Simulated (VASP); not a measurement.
# Al (Fd-3m) in VASP: notebook

Runs on Al. Level: LDA. Tasks: single point.

All numbers are computed with VASP 6.6.1; they aren't measurements. Logs are shortened: lines on timing, memory, paths and dates and some standing lists are left out, and cuts for length are marked.

## Step 1: The cell of the first run

It takes space group Fd-3m (No. 227, cubic). The conventional cell has a = 4.561 Å, b = 4.561 Å, c = 4.561 Å, α = 90.00°, β = 90.00°, γ = 90.00°. Al (site symmetry -43m) has 4 Al at 1.98 Å within 2.6 Å.

## Step 2: Single point, LDA (volume scaled by 0.45)

INCAR reads:

```
SYSTEM = Al
ALGO = Normal
EDIFF = 1E-7
ENCUT = 520
GGA = CA
ISIF = 2
ISMEAR = -1
LASPH = .True.
LCHARG = .False.
LREAL = .False.
LWAVE = .False.
NBANDS = 10
NELM = 80
PREC = Accurate
SIGMA = 0.08
```

KPOINTS reads:

```
k-points
0
Gamma
  12 12 12
  0 0 0
```

POSCAR reads:

```
Al
1.0
    0.0000000000      2.2807351156      2.2807351156
    2.2807351156      0.0000000000      2.2807351156
    2.2807351156      2.2807351156      0.0000000000
Al
2
Direct
   -0.1250000000     -0.1250000000     -0.1250000000
    0.1250000000      0.1250000000      0.1250000000
```

Potentials or basis: VASP PAW LDA potentials, release 64 (Al).

On the command line:

```
$ cat potpaw_LDA.64/Al/POTCAR > POTCAR
$ mpirun -np 1 vasp_std > vasp.out
```

OUTCAR:

```text
SYSTEM = Al
   EDIFF = 1E-7
   ENCUT = 520
   GGA = CA
   ISIF = 2
   ISMEAR = -1
   LASPH = .True.
   LREAL = .False.
   NELM = 80
   PREC = Accurate

 ion  position               nearest neighbor table
   1  0.875  0.875  0.875-   2 1.98   2 1.98   2 1.98   2 1.98
   2  0.125  0.125  0.125-   1 1.98   1 1.98   1 1.98   1 1.98

  LATTYP: Found a face centered cubic cell.
 ALAT       =     4.5614702312

  Lattice vectors:

 A1 = (   0.0000000000,   2.2807351156,   2.2807351156)
 A2 = (   2.2807351156,   0.0000000000,   2.2807351156)
 A3 = (   2.2807351156,   2.2807351156,   0.0000000000)

Analysis of symmetry for initial positions (statically):
=====================================================================
 Subroutine PRICEL returns:
 Original cell was already a primitive cell.

 Routine SETGRP: Setting up the symmetry group for a
 face centered cubic supercell.

 Subroutine GETGRP returns: Found 48 space group operations
 (whereof 12 operations were pure point group operations)
 out of a pool of 48 trial point group operations.

The static configuration has the point symmetry D_3d.
 The point group associated with its full space group is O_h .

Analysis of symmetry for dynamics (positions and initial velocities):
=====================================================================
 Subroutine PRICEL returns:
 Original cell was already a primitive cell.

 Routine SETGRP: Setting up the symmetry group for a
 face centered cubic supercell.

 Subroutine GETGRP returns: Found 48 space group operations
 (whereof 12 operations were pure point group operations)
 out of a pool of 48 trial point group operations.

The dynamic configuration has the point symmetry D_3d.
 The point group associated with its full space group is O_h .

 Subroutine INISYM returns: Found 48 space group operations
 (whereof 12 operations are pure point group operations),
 and found     1 'primitive' translations

----------------------------------------------------------------------------------------

                                     Primitive cell

  volume of cell :      23.7276

  direct lattice vectors                    reciprocal lattice vectors
     0.000000000  2.280735116  2.280735116    -0.219227562  0.219227562  0.219227562
     2.280735116  0.000000000  2.280735116     0.219227562 -0.219227562  0.219227562
     2.280735116  2.280735116  0.000000000     0.219227562  0.219227562 -0.219227562

  length of vectors
     3.225446533  3.225446533  3.225446533     0.379713277  0.379713277  0.379713277

  position of ions in fractional coordinates (direct lattice)
     0.875000000  0.875000000  0.875000000
     0.125000000  0.125000000  0.125000000

  ion indices of the primitive-cell ions
   primitive index   ion index
                 1           1
                 2           2

----------------------------------------------------------------------------------------

 KPOINTS: k-points

Automatic generation of k-mesh.
 Grid dimensions read from file:
 generate k-points for:   12   12   12

 Generating k-lattice:

  Cartesian coordinates                     Fractional coordinates (reciprocal lattice)
    -0.018268964  0.018268964  0.018268964     0.083333333  0.000000000  0.000000000
     0.018268964 -0.018268964  0.018268964     0.000000000  0.083333333  0.000000000
     0.018268964  0.018268964 -0.018268964     0.000000000  0.000000000  0.083333333

  Length of vectors
     0.031642773  0.031642773  0.031642773

  Shift w.r.t. Gamma in fractional coordinates (k-lattice)
     0.000000000  0.000000000  0.000000000

 Subroutine IBZKPT returns following result:
 ===========================================

 Found     72 irreducible k-points:

 Following reciprocal coordinates:
            Coordinates               Weight
  0.000000  0.000000  0.000000      1.000000
  0.083333  0.000000  0.000000      8.000000
  0.166667  0.000000  0.000000      8.000000
  0.250000  0.000000  0.000000      8.000000
  0.333333  0.000000  0.000000      8.000000
  0.416667  0.000000  0.000000      8.000000
[... 16 lines left out ...]
  0.500000  0.166667  0.000000     24.000000
 -0.416667  0.166667  0.000000     24.000000
 [... further k-points ...]
   k-points           NKPTS =     72   k-points in BZ     NKDIM =     72   number of bands    NBANDS=     10
   number of dos      NEDOS =    301   number of ions     NIONS =      2
   total plane-waves  NPLWV =  13824
   dimension x,y,z NGX =    24 NGY =   24 NGZ =   24
   dimension x,y,z NGXF=    48 NGYF=   48 NGZF=   48
   ions per type =               2
   NGX,Y,Z   is equivalent  to a cutoff of  12.37, 12.37, 12.37 a.u.
   NGXF,Y,Z  is equivalent  to a cutoff of  24.74, 24.74, 24.74 a.u.
 SYSTEM =  Al
   PREC   = accura    normal or accurate (medium, high low for compatibility)
   ISTART =      0    job   : 0-new  1-cont  2-samecut
   ICHARG =      2    charge: 1-file 2-atom 10-const
   ISPIN  =      1    spin polarized calculation?
   LNONCOLLINEAR =      F non collinear calculations
   LSORBIT =      F    spin-orbit coupling
   LASPH  =      T    aspherical Exc in radial PAW
   ENCUT  =  520.0 eV  38.22 Ry    6.18 a.u.   6.00  6.00  6.00*2*pi/ulx,y,z
   NELM   =     80;   NELMIN=  2; NELMDL= -5     # of ELM steps
   EDIFF  = 0.1E-06   stopping-criterion for ELM
   LREAL  =      F    real-space projection
   EDIFFG = 0.1E-05   stopping-criterion for IOM
   NSW    =      0    number of steps for IOM
   IBRION =     -1    ionic relax: 0-MD 1-quasi-New 2-CG
   NFREE  =      0    steps in history (QN), initial steepest desc. (CG)
   ISIF   =      2    stress and relaxation
   ISYM   =      2    0-nonsym 1-usesym 2-fastsym
   POTIM  = 0.5000    time-step for ionic-motion
   TEBEG  =    0.0;   TEEND  =   0.0 temperature during run
   PSTRESS=    0.0 pullay stress
   NELECT =       6.0000    total number of electrons
   NUPDOWN=      -1.0000    fix difference up-down
   EMIN   =  10.00;   EMAX   =-10.00  energy-range for DOS
   EFERMI =   0.00;   METHOD = LEGACY
   ISMEAR =    -1;   SIGMA  =   0.08  broadening in eV -4-tet -1-fermi 0-gaus
   EFERMI_NEDOS =   21; number of points for ismear=-14 and -15
   IALGO  =     38    algorithm
   IMIX   =      4    mixing-type and parameters
     AMIX     =   0.40;   BMIX     =  1.00
     AMIX_MAG =   1.60;   BMIX_MAG =  1.00
  volume/ion in A,a.u.               =      11.86        80.06
  Fermi-wavevector in a.u.,A,eV,Ry     =   1.035238  1.956317 14.581618  1.071719
  Thomas-Fermi vector in A             =   2.169572
   LORBIT       =      0    0 simple, 1 ext, 2 COOP (PROOUT), +10 PAW based schemes
   GGA     = CA    functional components
   LHFCALC =     F    Hartree Fock is set to
   AEXX    =    0.0000 exact exchange contribution
   IVDW    =     0    specifies the selected vdW correction
   LEPSILON=     F    determine dielectric tensor
   LRPA    =     F    only Hartree local field effects (RPA)
 non-spin polarized calculation
  energy-cutoff  :      520.00
  volume of cell :       23.73
 maximum number of plane-waves:       650
   NGX = 11   NGY = 11   NGZ = 11

 number of electron       6.0000000 magnetization

 Free energy of the ion-electron system (eV)
  ---------------------------------------------------
  ext. energy  EPLUGINS =         0.00000000
  ---------------------------------------------------
  free energy    TOTEN  =         0.35072402 eV

  energy without entropy =        0.36596913  energy(sigma->0) =        0.35834658

 E-fermi :  10.9136     XC(G=0): -11.4511

 val. band max:       10.9036809019   @ k =  -0.4167   0.3333   0.0000
 cond. band min:      10.9374904405   @ k =   0.2500   0.1667   0.0000
 fundamental gap:      0.0338095386
 Fermi energy:        10.9136130299

 k-point     1 :       0.0000    0.0000    0.0000
  band No.  band energies     occupation
      1      -1.9479      2.00000
      2      14.9492      0.00000
      3      14.9492      0.00000
      4      14.9492      0.00000
      5      16.5103      0.00000
      6      16.5103      0.00000
      7      16.5103      0.00000
      8      20.4556      0.00000
      9      20.4556      0.00000
     10      24.6415      0.00000

 k-point     2 :       0.0833    0.0000    0.0000
  band No.  band energies     occupation
      1      -1.8023      2.00000
      2      13.5497      0.00000
      3      14.6217      0.00000
      4      14.6217      0.00000
      5      16.9994      0.00000
      6      16.9994      0.00000
      7      17.2699      0.00000
      8      20.0021      0.00000
      9      20.0021      0.00000
     10      24.1925      0.00000

 k-point     3 :       0.1667    0.0000    0.0000
  band No.  band energies     occupation
      1      -1.3672      2.00000
      2      11.3512      0.00839
      3      14.1379      0.00000
      4      14.1379      0.00000
      5      17.6403      0.00000
      6      17.6403      0.00000
      7      17.8199      0.00000
      8      19.4671      0.00000
      9      19.4671      0.00000
     10      23.3132      0.00000

 k-point     4 :       0.2500    0.0000    0.0000
  band No.  band energies     occupation
      1      -0.6478      2.00000
      2       9.0952      2.00000
      3      13.7883      0.00000
      4      13.7883      0.00000
      5      17.1754      0.00000
      6      17.1754      0.00000
      7      18.0064      0.00000
      8      20.3311      0.00000
      9      20.3311      0.00000
     10      22.3520      0.00000
[... 222 lines left out ...]
 k-point    22 :       0.4167    0.1667    0.0000
  band No.  band energies     occupation
      1       1.2372      2.00000
      2       6.7296      2.00000
      3      11.5686      0.00056
      4      11.8098      0.00003
      5      14.3237      0.00000
      6      18.6034      0.00000
      7      18.7571      0.00000
      8      21.2276      0.00000
      9      24.0641      0.00000
     10      24.8517      0.00000

 k-point    23 :       0.5000    0.1667    0.0000
  band No.  band energies     occupation
      1       2.5423      2.00000
      2       4.8791      2.00000
      3      10.8712      1.25889
      4      11.9913      0.00000
      5      14.4787      0.00000
      6      18.0899      0.00000
      7      19.6597      0.00000
      8      22.1794      0.00000
      9      23.6523      0.00000
     10      25.0769      0.00000

 k-point    24 :      -0.4167    0.1667    0.0000
  band No.  band energies     occupation
      1       2.9826      2.00000
      2       4.3606      2.00000
      3      10.3701      1.99776
      4      12.3877      0.00000
      5      14.9173      0.00000
      6      17.6262      0.00000
      7      19.8907      0.00000
      8      23.2918      0.00000
      9      23.4774      0.00000
     10      23.9088      0.00000

 [... further k-points ...]

------------------------ aborting loop because EDIFF is reached ----------------------------------------

  FORCE on cell =-STRESS in cart. coord.  units (eV):
  Direction    XX          YY          ZZ          XY          YZ          ZX
  --------------------------------------------------------------------------------------
  -------------------------------------------------------------------------------------
  Total       21.7813236     21.7813236     21.7813236      0.0000000     -0.0000000      0.0000000
  in kB     1470.7549099   1470.7549099   1470.7549099      0.0000000     -0.0000000      0.0000000
  external PRESSURE =    1470.7549099 kB  Pullay stress =       0.0000000 kB

 VOLUME and BASIS-vectors are now :
 -----------------------------------------------------------------------------
  energy-cutoff  :      520.00
  volume of cell :       23.73
      direct lattice vectors                 reciprocal lattice vectors
     0.000000000  2.280735116  2.280735116    -0.219227562  0.219227562  0.219227562
     2.280735116  0.000000000  2.280735116     0.219227562 -0.219227562  0.219227562
     2.280735116  2.280735116  0.000000000     0.219227562  0.219227562 -0.219227562

 POSITION                                       TOTAL-FORCE (eV/Angst)
 -----------------------------------------------------------------------------------
      3.99129      3.99129      3.99129        -0.000000     -0.000000     -0.000000
      0.57018      0.57018      0.57018         0.000000      0.000000      0.000000
 -----------------------------------------------------------------------------------
    total drift:                                0.000000      0.000000     -0.000000

  FREE ENERGIE OF THE ION-ELECTRON SYSTEM (eV)
  ---------------------------------------------------
  free  energy   TOTEN  =         0.3507240173 eV

  energy  without entropy=        0.3659691349  energy(sigma->0) =        0.35834658
```

It took 7 s on 1 thread of Intel Xeon Platinum 8259CL at 2.50GHz (Skylake/Cascade Lake), shared host; peak memory 0.13 GiB.

What came out:

| Item | Value |
| --- | --- |
| Free energy | 0.3507 eV |
| Pressure | 147.1 GPa |
| Band gap on the k mesh | zero (band 3 reaches 14.95 eV, above the bottom of band 4 at 6.93 eV) |

## Step 3: Single point, LDA (volume scaled by 0.55)

INCAR reads:

```
ALGO     = Normal         # electronic algorithm
EDIFF    = 1E-6           # SCF threshold, eV
ENCUT    = 520            # plane-wave cutoff, eV
GGA      = CA             # functional
ISIF     = 2              # what is computed and relaxed
ISMEAR   = -1             # smearing method
LASPH    = True           # aspherical terms in the spheres
LCHARG   = False          # write CHGCAR
LREAL    = False          # projectors in reciprocal space
LWAVE    = False          # write WAVECAR
NBANDS   = 10             # bands
NELM     = 80             # most SCF steps
PREC     = Accurate       # precision mode
SIGMA    = 0.08           # smearing width, eV
```

KPOINTS reads:

```
k-points
0
Gamma
  12 12 12
```

POSCAR reads:

```
Al
1.0
    0.0000000000      2.4385120603      2.4385120603
    2.4385120603      0.0000000000      2.4385120603
    2.4385120603      2.4385120603      0.0000000000
Al
2
Direct
   -0.1250000000     -0.1250000000     -0.1250000000
    0.1250000000      0.1250000000      0.1250000000
```

Potentials or basis: VASP PAW LDA potentials, release 64 (Al).

On the command line:

```
$ cat potpaw_LDA.64/Al/POTCAR > POTCAR
$ mpirun -np 1 vasp_std > vasp.out
```

It took 12 s on 1 thread of Intel Xeon Platinum 8259CL at 2.50GHz (Skylake/Cascade Lake), shared host; peak memory 0.14 GiB.

It converged, with:

```
Free energy            : -3.2125 eV
Pressure               : 77.4 GPa
Band gap on the k mesh : zero (band 3 reaches 11.80 eV, above the bottom of band 4 at 5.16 eV)
```

Levels at points of the mesh, in eV from the Fermi level:
```csv
k point,band 1,band 2,band 3,band 4,band 5,band 6
"(0.00, 0.00, 0.00)",-11.39,3.49,3.49,3.49,5.19,5.19
"(0.50, 0.00, 0.00)",-7.54,-6.22,2.10,2.10,4.73,4.73
"(0.50, 0.50, 0.00)",-5.57,-5.57,-0.69,-0.69,1.74,1.74
```

[end of part 1 of 2]
